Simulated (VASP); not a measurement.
Set up this calculation in VASP 6.6.1, as the native input.

* Task: single point
* Functional: PBE
* Potentials or basis: VASP PAW PBE potentials, release 64 (Pb_d, Te)
* Cutoff: 520 eV
* k mesh: 8 × 8 × 8
* Occupations: fermi-dirac, width 0.02 eV
* Spin: no spin polarisation
* Dipole correction: no
* Further INCAR settings: ALGO = Normal; EDIFF = 1e-06; NBANDS = 17

The structure of TePb lies in POSCAR:

```
TePb
1.0
    0.0000000000      3.1698017434      3.1698017434
    3.1698017434      0.0000000000      3.1698017434
    3.1698017434      3.1698017434      0.0000000000
Pb Te
1 1
Direct
    0.0000000000      0.0000000000      0.0000000000
    0.5000000000      0.5000000000      0.5000000000
```

This cell differs from its parent crystal: strain -3.0%.

These files were run (other wordings do the same):

INCAR

```
PREC = Accurate ; ENCUT = 520
EDIFF = 1E-6 ; ISMEAR = -1
SIGMA = 0.02 ; LREAL = F
LASPH = T ; NELM = 80
ALGO = Normal ; ISIF = 2
LWAVE = F ; LCHARG = F
GGA = PE ; NBANDS = 17
```

KPOINTS

```
regular mesh
0
Gamma
  8 8 8
```

Potentials or basis: VASP PAW PBE potentials, release 64 (Pb_d, Te).

Launch:

```console
$ cat potpaw_PBE.64/Pb_d/POTCAR potpaw_PBE.64/Te/POTCAR > POTCAR
$ mpirun -np 1 vasp_std > vasp.out
```

Results of the run:

```
Pressure               : 5.2 GPa
Band gap on the k mesh : 0.60 eV, direct
```

Caveat: the cell differs from its parent crystal (strain -3.0%); spin-orbit coupling is left out, which moves the levels of the heavy elements.

Run time: 28 s on 1 thread of AMD EPYC 7R13 (shared host), peak memory 0.22 GiB.
